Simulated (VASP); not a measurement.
Input of a VASP 6.6.1 run:

INCAR

```
PREC = Accurate
ENCUT = 600
EDIFF = 1E-6
ISMEAR = -1
SIGMA = 0.1
LREAL = False
LASPH = True
NELM = 200
ALGO = Normal
ISIF = 2
LWAVE = False
LCHARG = True
ISPIN = 2
MAGMOM = 7 0
LORBIT = 11
LMAXMIX = 6
GGA = RP
LELF = True
LVHAR = True
NBANDS = 22
GGA_COMPAT = False
```

File KPOINTS:

```
Automatic mesh
0
Gamma
  7 7 7
```

The input POSCAR:

```
EuS
1.0
    0.0000000000      2.9785000000      2.9785000000
    2.9785000000      0.0000000000      2.9785000000
    2.9785000000      2.9785000000      0.0000000000
Eu S
1 1
Direct
    0.0000000000      0.0000000000      0.0000000000
    0.5000000000      0.5000000000      0.5000000000
```

Potentials or basis: VASP PAW PBE potentials, release 64 (Eu, S).

The run is started by

```console
$ cat potpaw_PBE.64/Eu/POTCAR potpaw_PBE.64/S/POTCAR > POTCAR
$ mpirun -np 1 vasp_std > vasp.out
```

**Question.** Predict the band gap on the k mesh.

**Answer.** Zero (filled and empty bands overlap).

**Question.** Estimate the site moments.

**Answer.** Eu +6.58; S -0.08 μB.

**Question.** Predict the net moment.

**Answer.** 6.97 μB per cell.

Caveat: the PAW data sets were made with another functional, which shifts forces and pressure a little; spin-orbit coupling is left out, which moves the levels of the heavy elements; a cell with one magnetic atom can't hold antiferromagnetic order, which such compounds often take; semilocal functionals describe open f shells poorly, which spoils levels, moments and volumes. The state reached can hang on the start; a lower one may exist.

**Experimental background.**

“Crystal-field mediated electronic transitions of EuS up to 35 GPa”, 2022, pmc:8786971 reports, for a powder of EuS at 300 K: band gap 1.72 eV (optical).

A measured gap of EuS is 1.72 eV (optical; 300 K; powder; “Crystal-field mediated electronic transitions of EuS up to 35 GPa”, 2022, pmc:8786971); the calculated 0.00 eV misses it by -1.72 eV. So large a miss can be the level of theory's own, or it may mean another phase, state or a wrong row. Spin-orbit coupling on Eu is left out. The value is that of RPBE on a finite k mesh, which can miss the band edges, without temperature or zero-point motion. Semilocal functionals fall short of measured gaps as a rule. The run's magnetic order (collinear spin, ferromagnetic start) needn't be the measured crystal's.
